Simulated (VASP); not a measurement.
Runs of VASP 6.6.1 on SiMo3. The structure is that of space group P4_2/mmc (No. 131), or close to it. The cells are those of the table. 

```csv
cell,further INCAR settings,gap on the mesh (eV),pressure (GPa),largest force (eV/Å)
"a = 4.862, b = 4.862, c = 4.473 Å, 8 atoms",ALGO = Fast; EDIFF = 1e-07; NBANDS = 56,none,(b),0.02
"a = 5.251, b = 5.251, c = 4.862 Å, 8 atoms",ALGO = Fast; EDIFF = 1e-06; NBANDS = 56,none,-27.8,0.08
"a = 4.473, b = 4.473, c = 5.056 Å, 8 atoms",ALGO = Fast; EDIFF = 1e-06; NBANDS = 56,none,51.3,0.05
"a = 4.862, b = 4.862, c = 5.251 Å, 8 atoms",ALGO = Fast; EDIFF = 1e-07; NBANDS = 56,none,-15.5,(a)
"a = 5.251, b = 5.251, c = 4.473 Å, 8 atoms",ALGO = Fast; EDIFF = 1e-06; NBANDS = 56,none,(c),0.05
```

Alike in all rows: task single point; level PBEsol; potentials or basis VASP PAW PBE potentials, release 64 (Si, Mo_sv); no spin polarisation; k mesh 8 × 8 × 8; cutoff (eV) 520; smearing gaussian 0.15 eV.

Question: Fill in the values left out.

Answer: (a) 0.11; (b) 30.0; (c) -9.3.

Caveats: the PAW data sets were made with another functional, which shifts forces and pressure a little.

A k mesh can miss the band edges, and the runs leave out spin-orbit coupling on Mo.

A gap of «none» marks levels without a gap at the run's occupations.
